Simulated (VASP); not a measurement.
Set up this calculation in VASP 6.6.1, as the native input.

- Task: single point
- Functional: PBE
- Potentials or basis: VASP PAW PBE potentials, release 64 (S)
- Cutoff: 520 eV
- k mesh: 9 × 9 × 9
- Occupations: fermi-dirac, width 0.05 eV
- Spin: no spin polarisation
- Dipole correction: no
- Further INCAR settings: ALGO = Normal; EDIFF = 1e-06; NBANDS = 13

The structure of S lies in POSCAR:

```
S
1.0
    0.0000000000      2.7698291284      2.7698291284
    2.7698291284      0.0000000000      2.7698291284
    2.7698291284      2.7698291284      0.0000000000
S
2
Direct
   -0.1700000000     -0.1100000000     -0.1100000000
    0.1700000000      0.1100000000      0.1100000000
```

This cell differs from its parent crystal: shortest bond scaled by 0.88.

These files were run (other wordings do the same):

INCAR

```
SYSTEM = S
ALGO = Normal
EDIFF = 1E-6
ENCUT = 520
GGA = PE
ISIF = 2
ISMEAR = -1
LASPH = .TRUE.
LCHARG = .FALSE.
LREAL = .FALSE.
LWAVE = .FALSE.
NBANDS = 13
NELM = 60
PREC = Accurate
SIGMA = 0.05
```

KPOINTS

```
k-points
0
G
  9 9 9
  0 0 0
```

Potentials or basis: VASP PAW PBE potentials, release 64 (S).

Command:

```console
$ cat potpaw_PBE.64/S/POTCAR > POTCAR
$ mpirun -np 1 vasp_std > vasp.out
```

Results of the run:

| Property | Result |
| --- | --- |
| Pressure | 7.3 GPa |
| Largest force | 3.031 eV/Å |
| Band gap on the k mesh | zero (bands 6 and 7 overlap by 2.53 eV) |

Caveat: the cell differs from its parent crystal (shortest bond scaled by 0.88); the cell stands under pressure; forces of over 1 eV/Å act on the atoms, so gaps and moduli don't describe the material at rest.

Run time: 31 s on 1 thread of Intel(R) Xeon(R) Platinum 8488C (Sapphire Rapids) (shared host), peak memory 0.18 GiB.
